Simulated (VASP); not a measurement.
# SrCl2 (Fm-3m) in VASP: further runs

Runs on SrCl2. Level: PBE. Tasks: single point.

Everything below comes from runs of VASP 6.6.1. Logs are shortened: lines on timing, memory, paths and dates and some standing lists are left out, and cuts for length are marked.

## (1) The cell of the first run

It takes space group Fm-3m (No. 225, cubic). The conventional cell has a = 6.924 Å, b = 6.924 Å, c = 6.924 Å, α = 90.00°, β = 90.00°, γ = 90.00°. Within 3.9 Å of Sr (site symmetry m-3m) lie 8 Cl at 3.00 Å. Within 3.9 Å of Cl (site symmetry -43m) lie 4 Sr at 3.00 Å and 6 Cl at 3.46 Å.

## (2) Single point, PBE (27.66 Å³/atom)

INCAR

```
ALGO = Normal
EDIFF = 1E-6
ENCUT = 520
GGA = PE
ISIF = 2
ISMEAR = 0
LASPH = T
LCHARG = T
LELF = T
LREAL = F
LVHAR = T
LWAVE = F
NBANDS = 19
NELM = 100
PREC = Accurate
SIGMA = 0.05
```

KPOINTS

```
k-points
0
Gamma
  6 6 6
```

POSCAR

```
SrCl2
1.0
    0.0000000000      3.4619831148      3.4619831148
    3.4619831148      0.0000000000      3.4619831148
    3.4619831148      3.4619831148      0.0000000000
Sr Cl
1 2
Direct
    0.0000000000      0.0000000000      0.0000000000
    0.2500000000      0.2500000000      0.2500000000
    0.7500000000      0.7500000000      0.7500000000
```

Potentials or basis: VASP PAW PBE potentials, release 64 (Sr_sv, Cl).

Started as:

```sh
cat potpaw_PBE.64/Sr_sv/POTCAR potpaw_PBE.64/Cl/POTCAR > POTCAR
mpirun -np 1 vasp_std > vasp.out
```

OUTCAR:

```text
EDIFF = 1E-6
   ENCUT = 520
   GGA = PE
   ISIF = 2
   ISMEAR = 0
   LASPH = T
   LREAL = F
   NELM = 100
   PREC = Accurate

 ion  position               nearest neighbor table
   1  0.000  0.000  0.000-   3 3.00   3 3.00   3 3.00   2 3.00   3 3.00   2 3.00   2 3.00   2 3.00

   2  0.250  0.250  0.250-   1 3.00   1 3.00   1 3.00   1 3.00
   3  0.750  0.750  0.750-   1 3.00   1 3.00   1 3.00   1 3.00

  LATTYP: Found a face centered cubic cell.
 ALAT       =     6.9239662296

  Lattice vectors:

 A1 = (   0.0000000000,   3.4619831148,   3.4619831148)
 A2 = (   3.4619831148,   0.0000000000,   3.4619831148)
 A3 = (   3.4619831148,   3.4619831148,   0.0000000000)

Analysis of symmetry for initial positions (statically):
=====================================================================
 Subroutine PRICEL returns:
 Original cell was already a primitive cell.

 Routine SETGRP: Setting up the symmetry group for a
 face centered cubic supercell.

 Subroutine GETGRP returns: Found 48 space group operations
 (whereof 48 operations were pure point group operations)
 out of a pool of 48 trial point group operations.

The static configuration has the point symmetry O_h .

Analysis of symmetry for dynamics (positions and initial velocities):
=====================================================================
 Subroutine PRICEL returns:
 Original cell was already a primitive cell.

 Routine SETGRP: Setting up the symmetry group for a
 face centered cubic supercell.

 Subroutine GETGRP returns: Found 48 space group operations
 (whereof 48 operations were pure point group operations)
 out of a pool of 48 trial point group operations.

The dynamic configuration has the point symmetry O_h .

 Subroutine INISYM returns: Found 48 space group operations
 (whereof 48 operations are pure point group operations),
 and found     1 'primitive' translations

----------------------------------------------------------------------------------------

                                     Primitive cell

  volume of cell :      82.9860

  direct lattice vectors                    reciprocal lattice vectors
     0.000000000  3.461983115  3.461983115    -0.144425892  0.144425892  0.144425892
     3.461983115  0.000000000  3.461983115     0.144425892 -0.144425892  0.144425892
     3.461983115  3.461983115  0.000000000     0.144425892  0.144425892 -0.144425892

  length of vectors
     4.895983474  4.895983474  4.895983474     0.250152983  0.250152983  0.250152983

  position of ions in fractional coordinates (direct lattice)
     0.000000000  0.000000000  0.000000000
     0.250000000  0.250000000  0.250000000
     0.750000000  0.750000000  0.750000000

  ion indices of the primitive-cell ions
   primitive index   ion index
                 1           1
                 2           2
                 3           3

----------------------------------------------------------------------------------------

 KPOINTS: k-points

Automatic generation of k-mesh.
 Grid dimensions read from file:
 generate k-points for:    6    6    6

 Generating k-lattice:

  Cartesian coordinates                     Fractional coordinates (reciprocal lattice)
    -0.024070982  0.024070982  0.024070982     0.166666667  0.000000000  0.000000000
     0.024070982 -0.024070982  0.024070982     0.000000000  0.166666667  0.000000000
     0.024070982  0.024070982 -0.024070982     0.000000000  0.000000000  0.166666667

  Length of vectors
     0.041692164  0.041692164  0.041692164

  Shift w.r.t. Gamma in fractional coordinates (k-lattice)
     0.000000000  0.000000000  0.000000000

 Subroutine IBZKPT returns following result:
 ===========================================

 Found     16 irreducible k-points:

 Following reciprocal coordinates:
            Coordinates               Weight
  0.000000  0.000000  0.000000      1.000000
  0.166667  0.000000  0.000000      8.000000
  0.333333  0.000000  0.000000      8.000000
  0.500000  0.000000  0.000000      4.000000
  0.166667  0.166667  0.000000      6.000000
  0.333333  0.166667  0.000000     24.000000
[... 8 lines left out ...]
 -0.333333  0.333333  0.166667     24.000000
 -0.333333  0.500000  0.166667     12.000000
   k-points           NKPTS =     16   k-points in BZ     NKDIM =     16   number of bands    NBANDS=     19
   number of dos      NEDOS =    301   number of ions     NIONS =      3
   total plane-waves  NPLWV =  46656
   dimension x,y,z NGX =    36 NGY =   36 NGZ =   36
   dimension x,y,z NGXF=    72 NGYF=   72 NGZF=   72
   ions per type =               1   2
   NGX,Y,Z   is equivalent  to a cutoff of  12.22, 12.22, 12.22 a.u.
   NGXF,Y,Z  is equivalent  to a cutoff of  24.45, 24.45, 24.45 a.u.
 SYSTEM =  unknown system
   PREC   = accura    normal or accurate (medium, high low for compatibility)
   ISTART =      0    job   : 0-new  1-cont  2-samecut
   ICHARG =      2    charge: 1-file 2-atom 10-const
   ISPIN  =      1    spin polarized calculation?
   LNONCOLLINEAR =      F non collinear calculations
   LSORBIT =      F    spin-orbit coupling
   LASPH  =      T    aspherical Exc in radial PAW
   ENCUT  =  520.0 eV  38.22 Ry    6.18 a.u.   9.10  9.10  9.10*2*pi/ulx,y,z
   NELM   =    100;   NELMIN=  2; NELMDL= -5     # of ELM steps
   EDIFF  = 0.1E-05   stopping-criterion for ELM
   LREAL  =      F    real-space projection
   EDIFFG = 0.1E-04   stopping-criterion for IOM
   NSW    =      0    number of steps for IOM
   IBRION =     -1    ionic relax: 0-MD 1-quasi-New 2-CG
   NFREE  =      0    steps in history (QN), initial steepest desc. (CG)
   ISIF   =      2    stress and relaxation
   ISYM   =      2    0-nonsym 1-usesym 2-fastsym
   POTIM  = 0.5000    time-step for ionic-motion
   TEBEG  =    0.0;   TEEND  =   0.0 temperature during run
   PSTRESS=    0.0 pullay stress
   NELECT =      24.0000    total number of electrons
   NUPDOWN=      -1.0000    fix difference up-down
   EMIN   =  10.00;   EMAX   =-10.00  energy-range for DOS
   EFERMI =   0.00;   METHOD = LEGACY
   ISMEAR =     0;   SIGMA  =   0.05  broadening in eV -4-tet -1-fermi 0-gaus
   EFERMI_NEDOS =   21; number of points for ismear=-14 and -15
   IALGO  =     38    algorithm
   IMIX   =      4    mixing-type and parameters
     AMIX     =   0.40;   BMIX     =  1.00
     AMIX_MAG =   1.60;   BMIX_MAG =  1.00
  volume/ion in A,a.u.               =      27.66       186.67
  Fermi-wavevector in a.u.,A,eV,Ry     =   1.082622  2.045859 15.946995  1.172071
  Thomas-Fermi vector in A             =   2.218668
   LORBIT       =      0    0 simple, 1 ext, 2 COOP (PROOUT), +10 PAW based schemes
   GGA     = PE    functional components
   LHFCALC =     F    Hartree Fock is set to
   AEXX    =    0.0000 exact exchange contribution
   IVDW    =     0    specifies the selected vdW correction
   LEPSILON=     F    determine dielectric tensor
   LRPA    =     F    only Hartree local field effects (RPA)
 non-spin polarized calculation
 Gauss-broadening in eV      SIGMA  =   0.05
  energy-cutoff  :      520.00
  volume of cell :       82.99
 maximum number of plane-waves:      2252
   NGX = 19   NGY = 19   NGZ = 19

 number of electron      24.0000003 magnetization

 Free energy of the ion-electron system (eV)
  ---------------------------------------------------
  ext. energy  EPLUGINS =         0.00000000
  ---------------------------------------------------
  free energy    TOTEN  =       -12.76352741 eV

  energy without entropy =      -12.76352741  energy(sigma->0) =      -12.76352741

 E-fermi :   0.5802     XC(G=0):  -8.3815

 val. band max:        0.3042938125   @ k =   0.5000   0.5000   0.0000
 cond. band min:       5.7309921766   @ k =   0.0000   0.0000   0.0000
 fundamental gap:      5.4266983641
 Fermi energy:         0.5802475153

 k-point     1 :       0.0000    0.0000    0.0000
  band No.  band energies     occupation
      1     -32.5086      2.00000
      2     -14.5106      2.00000
      3     -14.5106      2.00000
      4     -14.5106      2.00000
      5     -13.0730      2.00000
      6     -12.1755      2.00000
[... 11 lines left out ...]
     18       9.3779      0.00000
     19       9.7551      0.00000

 k-point     2 :       0.1667    0.0000    0.0000
  band No.  band energies     occupation
      1     -32.5077      2.00000
      2     -14.6151      2.00000
      3     -14.5145      2.00000
      4     -14.5145      2.00000
      5     -12.9034      2.00000
      6     -12.2353      2.00000
[... 11 lines left out ...]
     18       9.1255      0.00000
     19      10.2527      0.00000

 k-point     3 :       0.3333    0.0000    0.0000
  band No.  band energies     occupation
      1     -32.5059      2.00000
      2     -14.7736      2.00000
      3     -14.5222      2.00000
      4     -14.5222      2.00000
      5     -12.6782      2.00000
      6     -12.2803      2.00000
[... 11 lines left out ...]
     18       8.9789      0.00000
     19       9.5238      0.00000

 k-point     4 :       0.5000    0.0000    0.0000
  band No.  band energies     occupation
      1     -32.5049      2.00000
      2     -14.8374      2.00000
      3     -14.5261      2.00000
      4     -14.5261      2.00000
      5     -12.6546      2.00000
      6     -12.2238      2.00000
[... 231 lines left out ...]
     18       9.1590      0.00000
     19      10.2183      0.00000

 k-point    15 :      -0.3333    0.3333    0.1667
  band No.  band energies     occupation
      1     -32.5040      2.00000
      2     -14.7675      2.00000
      3     -14.6918      2.00000
      4     -14.5403      2.00000
      5     -12.4247      2.00000
      6     -12.3212      2.00000
[... 11 lines left out ...]
     18       9.6057      0.00000
     19      10.2929      0.00000

 k-point    16 :      -0.3333    0.5000    0.1667
  band No.  band energies     occupation
      1     -32.5037      2.00000
      2     -14.8267      2.00000
      3     -14.6478      2.00000
      4     -14.5479      2.00000
      5     -12.4222      2.00000
      6     -12.2925      2.00000
[... 11 lines left out ...]
     18      10.0199      0.00000
     19      10.4335      0.00000

------------------------ aborting loop because EDIFF is reached ----------------------------------------

  FORCE on cell =-STRESS in cart. coord.  units (eV):
  Direction    XX          YY          ZZ          XY          YZ          ZX
  --------------------------------------------------------------------------------------
  -------------------------------------------------------------------------------------
  Total        1.0319082      1.0319082      1.0319082      0.0000000      0.0000000      0.0000000
  in kB       19.9226368     19.9226368     19.9226368      0.0000000      0.0000000      0.0000000
  external PRESSURE =      19.9226368 kB  Pullay stress =       0.0000000 kB

 VOLUME and BASIS-vectors are now :
 -----------------------------------------------------------------------------
  energy-cutoff  :      520.00
  volume of cell :       82.99
      direct lattice vectors                 reciprocal lattice vectors
     0.000000000  3.461983115  3.461983115    -0.144425892  0.144425892  0.144425892
     3.461983115  0.000000000  3.461983115     0.144425892 -0.144425892  0.144425892
     3.461983115  3.461983115  0.000000000     0.144425892  0.144425892 -0.144425892

 POSITION                                       TOTAL-FORCE (eV/Angst)
 -----------------------------------------------------------------------------------
      0.00000      0.00000      0.00000        -0.000000     -0.000000     -0.000000
      1.73099      1.73099      1.73099        -0.000000     -0.000000     -0.000000
      5.19297      5.19297      5.19297         0.000000      0.000000      0.000000
 -----------------------------------------------------------------------------------
    total drift:                                0.000000      0.000000      0.000000

  FREE ENERGIE OF THE ION-ELECTRON SYSTEM (eV)
  ---------------------------------------------------
  free  energy   TOTEN  =       -12.7635274102 eV

  energy  without entropy=      -12.7635274102  energy(sigma->0) =      -12.76352741
```

Wall time 31 s (1 thread of Intel Xeon Platinum 8259CL at 2.50GHz (Skylake/Cascade Lake), shared host); peak memory 0.2 GiB.

Results:

```
Free energy            : -12.7635 eV
Pressure               : 2.0 GPa
Band gap on the k mesh : 5.43 eV (least direct gap 5.49 eV)
```

Levels at points of the mesh, in eV from the valence-band top:
```tsv
k point	band 10	band 11	band 12	band 13	band 14	band 15
(0.00, 0.00, 0.00)	-0.35	-0.35	-0.35	5.43	6.09	6.09
(0.50, 0.00, 0.00)	-1.36	-1.08	-1.08	6.73	6.73	7.59
(0.50, 0.50, 0.00)	-0.42	-0.42	0.00	5.49	7.10	7.66
```

A k mesh can miss the band edges. A hybrid or GW would open this gap; PBE tends to underestimate it.

## (3) Single point, PBE (28.59 Å³/atom)

This run uses another cell than the first one, of 28.59 Å³/atom.

INCAR

```
SYSTEM = SrCl2
PREC = Accurate ; ENCUT = 520
EDIFF = 1E-6 ; ISMEAR = 0
SIGMA = 0.05 ; LREAL = .False.
LASPH = .True. ; NELM = 60
ALGO = Normal ; ISIF = 2
LWAVE = .False. ; LCHARG = .False.
GGA = PE ; NBANDS = 19
```

KPOINTS

```
regular mesh
0
Gamma
  6 6 6
  0 0 0
```

POSCAR

```
SrCl2
1.0
    0.0000000000      3.5003537058      3.5003537058
    3.5003537058      0.0000000000      3.5003537058
    3.5003537058      3.5003537058      0.0000000000
Sr Cl
1 2
Direct
    0.0000000000      0.0000000000      0.0000000000
    0.2500000000      0.2500000000      0.2500000000
    0.7500000000      0.7500000000      0.7500000000
```

Potentials or basis: VASP PAW PBE potentials, release 64 (Sr_sv, Cl).

Started as:

```sh
cat potpaw_PBE.64/Sr_sv/POTCAR potpaw_PBE.64/Cl/POTCAR > POTCAR
mpirun -np 1 vasp_std > vasp.out
```

Wall time 41 s (1 thread of Intel Xeon Platinum 8259CL at 2.50GHz (Skylake/Cascade Lake), shared host); peak memory 0.23 GiB.

The run converged. Its results:

```yaml
Free_energy: -12.7874 eV
Pressure: 0.7 GPa
Band_gap_on_the_k_mesh: 5.30 eV (least direct gap 5.51 eV)
```

Levels at points of the mesh, in eV from the valence-band top:
| k point | band 8 | band 9 | band 10 | band 11 | band 12 | band 13 | band 14 | band 15 | band 16 | band 17 |
| --- | --- | --- | --- | --- | --- | --- | --- | --- | --- | --- |
| (0.00, 0.00, 0.00) | -2.09 | -2.09 | -0.33 | -0.33 | -0.33 | 5.30 | 6.10 | 6.10 | 9.02 | 9.02 |
| (0.50, 0.00, 0.00) | -1.54 | -1.48 | -1.30 | -1.03 | -1.03 | 6.70 | 6.70 | 7.47 | 7.85 | 8.57 |
| (0.50, 0.50, 0.00) | -1.85 | -1.85 | -0.40 | -0.40 | 0.00 | 5.51 | 7.01 | 7.58 | 7.97 | 7.97 |

## (4) Single point, PBE (28.13 Å³/atom)

This run uses another cell than the first one, of 28.13 Å³/atom.

INCAR

```
SYSTEM = SrCl2
ALGO = Normal
EDIFF = 1E-7
ENCUT = 520
GGA = PE
ISIF = 2
ISMEAR = 0
LASPH = .TRUE.
LCHARG = .FALSE.
LREAL = .FALSE.
LWAVE = .FALSE.
NBANDS = 19
NELM = 60
PREC = Accurate
SIGMA = 0.05
```

KPOINTS

```
k-points
0
G
  6 6 6
  0 0 0
```

POSCAR

```
SrCl2
1.0
    0.0000000000      3.4812741404      3.4812741404
    3.4812741404      0.0000000000      3.4812741404
    3.4812741404      3.4812741404      0.0000000000
Sr Cl
1 2
Direct
    0.0000000000      0.0000000000      0.0000000000
    0.2500000000      0.2500000000      0.2500000000
    0.7500000000      0.7500000000      0.7500000000
```

Started as:

```sh
cat potpaw_PBE.64/Sr_sv/POTCAR potpaw_PBE.64/Cl/POTCAR > POTCAR
mpirun -np 1 vasp_std > vasp.out
```

It took 39 s on 1 thread of Intel Xeon Platinum 8259CL at 2.50GHz (Skylake/Cascade Lake), shared host; peak memory 0.24 GiB.

The run converged. Its results:

- Free energy: -12.7783 eV
- Pressure: 1.3 GPa
- Band gap on the k mesh: 5.36 eV (least direct gap 5.50 eV)

Levels at points of the mesh, in eV from the valence-band top:
```
           k point  band 9  band 10  band 11  band 12  band 13  band 14  band 15  band 16
(0.00, 0.00, 0.00)   -2.15    -0.34    -0.34    -0.34     5.36     6.09     6.09     9.05
(0.50, 0.00, 0.00)   -1.51    -1.33    -1.06    -1.06     6.72     6.72     7.53     7.88
(0.50, 0.50, 0.00)   -1.89    -0.41    -0.41     0.00     5.50     7.05     7.62     8.02
```

A k mesh can miss the band edges. Expect the measured gap to be larger: semilocal functionals such as PBE lack the derivative discontinuity.

## (5) Single point, PBE (29.52 Å³/atom)

This run uses another cell than the first one, of 29.52 Å³/atom.

INCAR

```
PREC = Accurate ; ENCUT = 520
EDIFF = 1E-6 ; ISMEAR = 0
SIGMA = 0.05 ; LREAL = F
LASPH = T ; NELM = 100
ALGO = Normal ; ISIF = 2
LWAVE = F ; LCHARG = F
GGA = PE ; NBANDS = 19
```

KPOINTS

```
regular mesh
0
Gamma
  6 6 6
```

POSCAR

```
SrCl2
1.0
    0.0000000000      3.5379010188      3.5379010188
    3.5379010188      0.0000000000      3.5379010188
    3.5379010188      3.5379010188      0.0000000000
Sr Cl
1 2
Direct
    0.0000000000      0.0000000000      0.0000000000
    0.2500000000      0.2500000000      0.2500000000
    0.7500000000      0.7500000000      0.7500000000
```

Started as:

```sh
cat potpaw_PBE.64/Sr_sv/POTCAR potpaw_PBE.64/Cl/POTCAR > POTCAR
mpirun -np 1 vasp_std > vasp.out
```

Run time: 37 s. Hardware: 1 thread of Intel Xeon Platinum 8259CL at 2.50GHz (Skylake/Cascade Lake), shared host; peak memory 0.23 GiB.

It converged, with:

* Free energy: -12.7904 eV
* Pressure: -0.4 GPa
* Band gap on the k mesh: 5.18 eV (least direct gap 5.50 eV)

Levels at points of the mesh, in eV from the valence-band top:
| k point | band 8 | band 9 | band 10 | band 11 | band 12 | band 13 | band 14 | band 15 | band 16 | band 17 |
| --- | --- | --- | --- | --- | --- | --- | --- | --- | --- | --- |
| (0.00, 0.00, 0.00) | -1.98 | -1.98 | -0.32 | -0.32 | -0.32 | 5.18 | 6.10 | 6.10 | 8.96 | 8.96 |
| (0.50, 0.00, 0.00) | -1.45 | -1.42 | -1.24 | -0.99 | -0.99 | 6.67 | 6.67 | 7.35 | 7.80 | 8.43 |
| (0.50, 0.50, 0.00) | -1.78 | -1.78 | -0.37 | -0.37 | 0.00 | 5.52 | 6.92 | 7.49 | 7.87 | 7.87 |

## (6) Single point, PBE (29.99 Å³/atom)

This run uses another cell than the first one, of 29.99 Å³/atom.

INCAR

```
PREC = Accurate
ENCUT = 520
EDIFF = 1E-6
ISMEAR = 0
SIGMA = 0.05
LREAL = F
LASPH = T
NELM = 80
ALGO = Normal
ISIF = 2
LWAVE = F
LCHARG = F
GGA = PE
NBANDS = 19
```

KPOINTS

```
Automatic mesh
0
Gamma
  6 6 6
```

POSCAR

```
SrCl2
1.0
    0.0000000000      3.5563794568      3.5563794568
    3.5563794568      0.0000000000      3.5563794568
    3.5563794568      3.5563794568      0.0000000000
Sr Cl
1 2
Direct
    0.0000000000      0.0000000000      0.0000000000
    0.2500000000      0.2500000000      0.2500000000
    0.7500000000      0.7500000000      0.7500000000
```

Potentials or basis: VASP PAW PBE potentials, release 64 (Sr_sv, Cl).

Started as:

```sh
cat potpaw_PBE.64/Sr_sv/POTCAR potpaw_PBE.64/Cl/POTCAR > POTCAR
mpirun -np 1 vasp_std > vasp.out
```

Wall time 40 s (1 thread of Intel Xeon Platinum 8259CL at 2.50GHz (Skylake/Cascade Lake), shared host); peak memory 0.23 GiB.

It converged, with:

| Property | Result |
| --- | --- |
| Free energy | -12.7851 eV |
| Pressure | -0.9 GPa |
| Band gap on the k mesh | 5.12 eV (least direct gap 5.43 eV) |

Levels at points of the mesh, in eV from the valence-band top:
```csv
k point,band 9,band 10,band 11,band 12,band 13,band 14,band 15,band 16
"(0.00, 0.00, 0.00)",-1.93,-0.31,-0.31,-0.31,5.12,6.10,6.10,8.93
"(0.50, 0.00, 0.00)",-1.39,-1.22,-0.97,-0.97,6.65,6.65,7.30,7.78
"(0.50, 0.50, 0.00)",-1.74,-0.36,-0.36,0.00,5.52,6.88,7.45,7.82
```

## (7) Overview

| cell | gap on the mesh (eV) | pressure (GPa) |
| --- | --- | --- |
| a = 4.896 Å, angles 60.0°, 3 atoms | 5.43 | 2.0 |
| a = 4.950 Å, angles 60.0°, 3 atoms | 5.30 | 0.7 |
| a = 4.923 Å, angles 60.0°, 3 atoms | 5.36 | 1.3 |
| a = 5.003 Å, angles 60.0°, 3 atoms | 5.18 | -0.4 |
| a = 5.029 Å, angles 60.0°, 3 atoms | 5.12 | -0.9 |

Alike in all rows: task single point; level PBE; potentials or basis VASP PAW PBE potentials, release 64 (Sr_sv, Cl); no spin polarisation; k mesh 6 × 6 × 6; cutoff (eV) 520; smearing gaussian 0.05 eV.

Absolute energies hang on the potentials; compare differences alone.
